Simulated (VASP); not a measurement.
# LuTlAu4 (F-43m) in VASP: further runs

LuTlAu4 is run at these levels: PBE; tasks: single point.

All numbers are computed with VASP 6.6.1; they aren't measurements. Logs are shortened: lines on timing, memory, paths and dates and some standing lists are left out, and cuts for length are marked.

## Step 1: The cell of the first run

The structure is cubic, space group F-43m (No. 216). The conventional cell has a = 8.137 Å, b = 8.137 Å, c = 8.137 Å, α = 90.00°, β = 90.00°, γ = 90.00°. Within 3.1 Å of Lu (site symmetry -43m) lie 4 Au at 2.32 Å. Within 4.4 Å of Tl (site symmetry -43m) lie 12 Au at 3.32 Å and 6 Lu at 4.07 Å. Within 2.6 Å of Au (site symmetry 3m) lie 3 Au at 1.96 Å and 1 Lu at 2.32 Å.

The cell was built from a structure type or drawn by symmetry, and may not be a known phase.

## Step 2: Single point, PBE

INCAR reads:

```
PREC = Accurate ; ENCUT = 520
EDIFF = 1E-6 ; ISMEAR = 0
SIGMA = 0.1 ; LREAL = F
LASPH = T ; NELM = 60
ALGO = Normal ; ISIF = 2
LWAVE = F ; LCHARG = T
GGA = PE ; LELF = T
LVHAR = T ; NBANDS = 50
```

KPOINTS reads:

```
regular mesh
0
Gamma
  4 4 4
```

POSCAR reads:

```
LuTlAu4
1.0
    0.0000000000      4.0683634900      4.0683634900
    4.0683634900      0.0000000000      4.0683634900
    4.0683634900      4.0683634900      0.0000000000
Lu Tl Au
1 1 4
Direct
    0.2500000000      0.2500000000      0.2500000000
    0.7500000000      0.7500000000      0.7500000000
    0.0853612100      0.0853612100      0.0853612100
    0.0853612100      0.0853612100      0.7439163800
    0.0853612100      0.7439163800      0.0853612100
    0.7439163800      0.0853612100      0.0853612100
```

Potentials or basis: VASP PAW PBE potentials, release 64 (Lu, Tl_d, Au).

Launch:

```console
cat potpaw_PBE.64/Lu/POTCAR potpaw_PBE.64/Tl_d/POTCAR potpaw_PBE.64/Au/POTCAR > POTCAR
mpirun -np 1 vasp_std > vasp.out
```

OUTCAR:

```text
PREC = Accurate
   ENCUT = 520
   EDIFF = 1E-6
   ISMEAR = 0
   LREAL = F
   LASPH = T
   NELM = 60
   ISIF = 2
   GGA = PE

 ion  position               nearest neighbor table
   1  0.250  0.250  0.250-   3 2.32   4 2.32   5 2.32   6 2.32
   2  0.750  0.750  0.750-   5 3.32   6 3.32   4 3.32   6 3.32   4 3.32   5 3.32   3 3.32   3 3.32
                             3 3.32   4 3.32   5 3.32   6 3.32
   3  0.085  0.085  0.085-   4 1.96   5 1.96   6 1.96   1 2.32   2 3.32   2 3.32   2 3.32
   4  0.085  0.085  0.744-   3 1.96   5 1.96   6 1.96   1 2.32   2 3.32   2 3.32   2 3.32
   5  0.085  0.744  0.085-   3 1.96   4 1.96   6 1.96   1 2.32   2 3.32   2 3.32   2 3.32
   6  0.744  0.085  0.085-   3 1.96   4 1.96   5 1.96   1 2.32   2 3.32   2 3.32   2 3.32

  LATTYP: Found a face centered cubic cell.
 ALAT       =     8.1367269800

  Lattice vectors:

 A1 = (   0.0000000000,   4.0683634900,   4.0683634900)
 A2 = (   4.0683634900,   0.0000000000,   4.0683634900)
 A3 = (   4.0683634900,   4.0683634900,   0.0000000000)

Analysis of symmetry for initial positions (statically):
=====================================================================
 Subroutine PRICEL returns:
 Original cell was already a primitive cell.

 Routine SETGRP: Setting up the symmetry group for a
 face centered cubic supercell.

 Subroutine GETGRP returns: Found 24 space group operations
 (whereof 24 operations were pure point group operations)
 out of a pool of 48 trial point group operations.

The static configuration has the point symmetry T_d .

Analysis of symmetry for dynamics (positions and initial velocities):
=====================================================================
 Subroutine PRICEL returns:
 Original cell was already a primitive cell.

 Routine SETGRP: Setting up the symmetry group for a
 face centered cubic supercell.

 Subroutine GETGRP returns: Found 24 space group operations
 (whereof 24 operations were pure point group operations)
 out of a pool of 48 trial point group operations.

The dynamic configuration has the point symmetry T_d .

 Subroutine INISYM returns: Found 24 space group operations
 (whereof 24 operations are pure point group operations),
 and found     1 'primitive' translations

----------------------------------------------------------------------------------------

                                     Primitive cell

  volume of cell :     134.6757

  direct lattice vectors                    reciprocal lattice vectors
     0.000000000  4.068363490  4.068363490    -0.122899540  0.122899540  0.122899540
     4.068363490  0.000000000  4.068363490     0.122899540 -0.122899540  0.122899540
     4.068363490  4.068363490  0.000000000     0.122899540  0.122899540 -0.122899540

  length of vectors
     5.753534824  5.753534824  5.753534824     0.212868247  0.212868247  0.212868247

  position of ions in fractional coordinates (direct lattice)
     0.250000000  0.250000000  0.250000000
     0.750000000  0.750000000  0.750000000
     0.085361210  0.085361210  0.085361210
     0.085361210  0.085361210  0.743916380
     0.085361210  0.743916380  0.085361210
     0.743916380  0.085361210  0.085361210

  ion indices of the primitive-cell ions
   primitive index   ion index
                 1           1
                 2           2
                 3           3
                 4           4
                 5           5
                 6           6

----------------------------------------------------------------------------------------

 KPOINTS: regular mesh

Automatic generation of k-mesh.
 Grid dimensions read from file:
 generate k-points for:    4    4    4

 Generating k-lattice:

  Cartesian coordinates                     Fractional coordinates (reciprocal lattice)
    -0.030724885  0.030724885  0.030724885     0.250000000  0.000000000  0.000000000
     0.030724885 -0.030724885  0.030724885     0.000000000  0.250000000  0.000000000
     0.030724885  0.030724885 -0.030724885     0.000000000  0.000000000  0.250000000

  Length of vectors
     0.053217062  0.053217062  0.053217062

  Shift w.r.t. Gamma in fractional coordinates (k-lattice)
     0.000000000  0.000000000  0.000000000

 Subroutine IBZKPT returns following result:
 ===========================================

 Found      8 irreducible k-points:

 Following reciprocal coordinates:
            Coordinates               Weight
  0.000000  0.000000  0.000000      1.000000
  0.250000  0.000000  0.000000      8.000000
  0.500000  0.000000  0.000000      4.000000
  0.250000  0.250000  0.000000      6.000000
  0.500000  0.250000  0.000000     24.000000
 -0.250000  0.250000  0.000000     12.000000
  0.500000  0.500000  0.000000      3.000000
 -0.250000  0.500000  0.250000      6.000000
   k-points           NKPTS =      8   k-points in BZ     NKDIM =      8   number of bands    NBANDS=     50
   number of dos      NEDOS =    301   number of ions     NIONS =      6
   total plane-waves  NPLWV = 110592
   dimension x,y,z NGX =    48 NGY =   48 NGZ =   48
   dimension x,y,z NGXF=    96 NGYF=   96 NGZF=   96
   ions per type =               1   1   4
   NGX,Y,Z   is equivalent  to a cutoff of  13.87, 13.87, 13.87 a.u.
   NGXF,Y,Z  is equivalent  to a cutoff of  27.74, 27.74, 27.74 a.u.
 SYSTEM =  unknown system
   PREC   = accura    normal or accurate (medium, high low for compatibility)
   ISTART =      0    job   : 0-new  1-cont  2-samecut
   ICHARG =      2    charge: 1-file 2-atom 10-const
   ISPIN  =      1    spin polarized calculation?
   LNONCOLLINEAR =      F non collinear calculations
   LSORBIT =      F    spin-orbit coupling
   LASPH  =      T    aspherical Exc in radial PAW
   ENCUT  =  520.0 eV  38.22 Ry    6.18 a.u.  10.70 10.70 10.70*2*pi/ulx,y,z
   NELM   =     60;   NELMIN=  2; NELMDL= -5     # of ELM steps
   EDIFF  = 0.1E-05   stopping-criterion for ELM
   LREAL  =      F    real-space projection
   EDIFFG = 0.1E-04   stopping-criterion for IOM
   NSW    =      0    number of steps for IOM
   IBRION =     -1    ionic relax: 0-MD 1-quasi-New 2-CG
   NFREE  =      0    steps in history (QN), initial steepest desc. (CG)
   ISIF   =      2    stress and relaxation
   ISYM   =      2    0-nonsym 1-usesym 2-fastsym
   POTIM  = 0.5000    time-step for ionic-motion
   TEBEG  =    0.0;   TEEND  =   0.0 temperature during run
   PSTRESS=    0.0 pullay stress
   NELECT =      82.0000    total number of electrons
   NUPDOWN=      -1.0000    fix difference up-down
   EMIN   =  10.00;   EMAX   =-10.00  energy-range for DOS
   EFERMI =   0.00;   METHOD = LEGACY
   ISMEAR =     0;   SIGMA  =   0.10  broadening in eV -4-tet -1-fermi 0-gaus
   EFERMI_NEDOS =   21; number of points for ismear=-14 and -15
   IALGO  =     38    algorithm
   IMIX   =      4    mixing-type and parameters
     AMIX     =   0.40;   BMIX     =  1.00
     AMIX_MAG =   1.60;   BMIX_MAG =  1.00
  volume/ion in A,a.u.               =      22.45       151.47
  Fermi-wavevector in a.u.,A,eV,Ry     =   1.387553  2.622096 26.195357  1.925304
  Thomas-Fermi vector in A             =   2.511764
   LORBIT       =      0    0 simple, 1 ext, 2 COOP (PROOUT), +10 PAW based schemes
   GGA     = PE    functional components
   LHFCALC =     F    Hartree Fock is set to
   AEXX    =    0.0000 exact exchange contribution
   IVDW    =     0    specifies the selected vdW correction
   LEPSILON=     F    determine dielectric tensor
   LRPA    =     F    only Hartree local field effects (RPA)
 non-spin polarized calculation
 Gauss-broadening in eV      SIGMA  =   0.10
  energy-cutoff  :      520.00
  volume of cell :      134.68
 maximum number of plane-waves:      3695
 NGX is ok and might be reduce to    48
   NGX = 21   NGY = 21   NGZ = 21

 number of electron      81.9999997 magnetization

 Free energy of the ion-electron system (eV)
  ---------------------------------------------------
  ext. energy  EPLUGINS =         0.00000000
  ---------------------------------------------------
  free energy    TOTEN  =        21.46336917 eV

  energy without entropy =       21.46372597  energy(sigma->0) =       21.46354757

 E-fermi :   7.1553     XC(G=0): -10.5087

 val. band max:        6.9711278421   @ k =  -0.2500   0.5000   0.2500
 cond. band min:       7.3396401488   @ k =   0.2500   0.2500   0.0000
 fundamental gap:      0.3685123067
 Fermi energy:         7.1552855540

 k-point     1 :       0.0000    0.0000    0.0000
  band No.  band energies     occupation
      1     -48.9417      2.00000
      2     -20.0378      2.00000
      3     -20.0378      2.00000
      4     -20.0378      2.00000
      5      -9.1873      2.00000
      6      -5.6387      2.00000
[... 42 lines left out ...]
     49      11.5374      0.00000
     50      11.5374      0.00000

 k-point     2 :       0.2500    0.0000    0.0000
  band No.  band energies     occupation
      1     -48.9406      2.00000
      2     -20.0602      2.00000
      3     -20.0330      2.00000
      4     -20.0330      2.00000
      5      -9.0885      2.00000
      6      -5.7304      2.00000
[... 42 lines left out ...]
     49      11.4611      0.00000
     50      11.4611      0.00000

 k-point     3 :       0.5000    0.0000    0.0000
  band No.  band energies     occupation
      1     -48.9394      2.00000
      2     -20.0825      2.00000
      3     -20.0282      2.00000
      4     -20.0282      2.00000
      5      -8.9847      2.00000
      6      -5.8283      2.00000
[... 42 lines left out ...]
     49      11.5812      0.00000
     50      11.8575      0.00000

 k-point     4 :       0.2500    0.2500    0.0000
  band No.  band energies     occupation
      1     -48.9402      2.00000
      2     -20.0725      2.00000
      3     -20.0289      2.00000
      4     -20.0289      2.00000
      5      -9.0555      2.00000
      6      -5.7363      2.00000
[... 42 lines left out ...]
     49      11.8759      0.00000
     50      11.8759      0.00000

 k-point     5 :       0.5000    0.2500    0.0000
  band No.  band energies     occupation
      1     -48.9390      2.00000
      2     -20.0958      2.00000
      3     -20.0241      2.00000
      4     -20.0230      2.00000
      5      -8.9508      2.00000
      6      -5.8197      2.00000
[... 42 lines left out ...]
     49      12.1085      0.00000
     50      12.4526      0.00000

 k-point     6 :      -0.2500    0.2500    0.0000
  band No.  band energies     occupation
      1     -48.9394      2.00000
      2     -20.0861      2.00000
      3     -20.0282      2.00000
      4     -20.0244      2.00000
      5      -8.9856      2.00000
      6      -5.7940      2.00000
[... 42 lines left out ...]
     49      11.6139      0.00000
     50      12.7343      0.00000

 k-point     7 :       0.5000    0.5000    0.0000
  band No.  band energies     occupation
      1     -48.9386      2.00000
      2     -20.1067      2.00000
      3     -20.0200      2.00000
      4     -20.0200      2.00000
      5      -8.9166      2.00000
      6      -5.8430      2.00000
[... 42 lines left out ...]
     49      12.7765      0.00000
     50      12.9885      0.00000

 k-point     8 :      -0.2500    0.5000    0.2500
  band No.  band energies     occupation
      1     -48.9386      2.00000
      2     -20.1050      2.00000
      3     -20.0218      2.00000
      4     -20.0201      2.00000
      5      -8.9153      2.00000
      6      -5.8238      2.00000
[... 42 lines left out ...]
     49      12.1234      0.00000
     50      13.1267      0.00000

------------------------ aborting loop because EDIFF is reached ----------------------------------------

  FORCE on cell =-STRESS in cart. coord.  units (eV):
  Direction    XX          YY          ZZ          XY          YZ          ZX
  --------------------------------------------------------------------------------------
  -------------------------------------------------------------------------------------
  Total      124.5929248    124.5929248    124.5929248      0.0000000      0.0000000      0.0000000
  in kB     1482.2270100   1482.2270100   1482.2270100      0.0000000      0.0000000      0.0000000
  external PRESSURE =    1482.2270100 kB  Pullay stress =       0.0000000 kB

 VOLUME and BASIS-vectors are now :
 -----------------------------------------------------------------------------
  energy-cutoff  :      520.00
  volume of cell :      134.68
      direct lattice vectors                 reciprocal lattice vectors
     0.000000000  4.068363490  4.068363490    -0.122899540  0.122899540  0.122899540
     4.068363490  0.000000000  4.068363490     0.122899540 -0.122899540  0.122899540
     4.068363490  4.068363490  0.000000000     0.122899540  0.122899540 -0.122899540

 POSITION                                       TOTAL-FORCE (eV/Angst)
 -----------------------------------------------------------------------------------
      2.03418      2.03418      2.03418        -0.000000     -0.000000     -0.000000
      6.10255      6.10255      6.10255        -0.000000     -0.000000     -0.000000
      0.69456      0.69456      0.69456        32.809997     32.809997     32.809997
      3.37380      3.37380      0.69456       -32.809997    -32.809997     32.809997
      3.37380      0.69456      3.37380       -32.809997     32.809997    -32.809997
      0.69456      3.37380      3.37380        32.809997    -32.809997    -32.809997
 -----------------------------------------------------------------------------------
    total drift:                               -0.000028     -0.000028     -0.000028

  FREE ENERGIE OF THE ION-ELECTRON SYSTEM (eV)
  ---------------------------------------------------
  free  energy   TOTEN  =        21.4633691746 eV

  energy  without entropy=       21.4637259675  energy(sigma->0) =       21.46354757
```

Wall time 91 s (1 thread of Intel Xeon 6975P-C (Granite Rapids), shared host); peak memory 0.35 GiB.

Results:

```
Free energy            : 21.4634 eV
Pressure               : 148.2 GPa
Largest force          : 56.829 eV/Å
Band gap on the k mesh : 0.37 eV (least direct gap 1.08 eV)
```

Forces on the atoms (eV/Å):
```
Lu    0.000   0.000   0.000
Tl    0.000   0.000   0.000
Au   32.810  32.810  32.810
Au  -32.810 -32.810  32.810
Au  -32.810  32.810 -32.810
Au   32.810 -32.810 -32.810
```

Caveat: the cell stands under pressure; spin-orbit coupling is left out, which moves the levels of the heavy elements; forces of over 1 eV/Å act on the atoms, so gaps and moduli don't describe the material at rest. A k mesh can miss the band edges.

## Step 3: Single point, PBE

This run uses another cell than the first one, of 44.36 Å³/atom.

INCAR reads:

```
SYSTEM = LuTlAu4
  PREC = Accurate
  ENCUT = 520
  EDIFF = 1E-7
  ISMEAR = 0
  SIGMA = 0.1
  LREAL = .False.
  LASPH = .True.
  NELM = 80
  ALGO = Normal
  ISIF = 2
  LWAVE = .False.
  LCHARG = .False.
  GGA = PE
  NBANDS = 50
```

KPOINTS reads:

```
regular mesh
0
Gamma
  4 4 4
  0 0 0
```

POSCAR reads:

```
LuTlAu4
1.0
    0.0000000000      5.1054286609      5.1054286609
    5.1054286609      0.0000000000      5.1054286609
    5.1054286609      5.1054286609      0.0000000000
Lu Tl Au
1 1 4
Direct
    0.2500000000      0.2500000000      0.2500000000
    0.7500000000      0.7500000000      0.7500000000
    0.0975247651      0.0975247651      0.0975247651
    0.0975247651      0.0975247651      0.7074257048
    0.0975247651      0.7074257048      0.0975247651
    0.7074257048      0.0975247651      0.0975247651
```

Potentials or basis: VASP PAW PBE potentials, release 64 (Lu, Tl_d, Au).

Launch:

```console
cat potpaw_PBE.64/Lu/POTCAR potpaw_PBE.64/Tl_d/POTCAR potpaw_PBE.64/Au/POTCAR > POTCAR
mpirun -np 1 vasp_std > vasp.out
```

Run time: 2.2 min. Hardware: 1 thread of Intel Xeon 6975P-C (Granite Rapids), shared host; peak memory 0.44 GiB.

Results (log left out):

| Property | Result |
| --- | --- |
| Free energy | -18.3606 eV |
| Pressure | -0.3 GPa |
| Largest force | 0.035 eV/Å |
| Band gap on the k mesh | 0.32 eV |

Forces on the atoms (eV/Å):
```
Lu   0.000  0.000  0.000
Tl   0.000  0.000  0.000
Au   0.020  0.020  0.020
Au  -0.020 -0.020  0.020
Au  -0.020  0.020 -0.020
Au   0.020 -0.020 -0.020
```

Levels at points of the mesh, in eV from the valence-band top:
| k point | band 39 | band 40 | band 41 | band 42 | band 43 | band 44 |
| --- | --- | --- | --- | --- | --- | --- |
| (0.00, 0.00, 0.00) | 0.00 | 0.00 | 0.00 | 0.32 | 1.81 | 1.81 |
| (0.50, 0.00, 0.00) | -1.38 | -0.12 | -0.12 | 1.86 | 1.86 | 1.96 |
| (0.50, 0.50, 0.00) | -1.43 | -0.34 | -0.34 | 1.96 | 2.23 | 2.59 |

Caveat: spin-orbit coupling is left out, which moves the levels of the heavy elements.

[end of part 1 of 2]
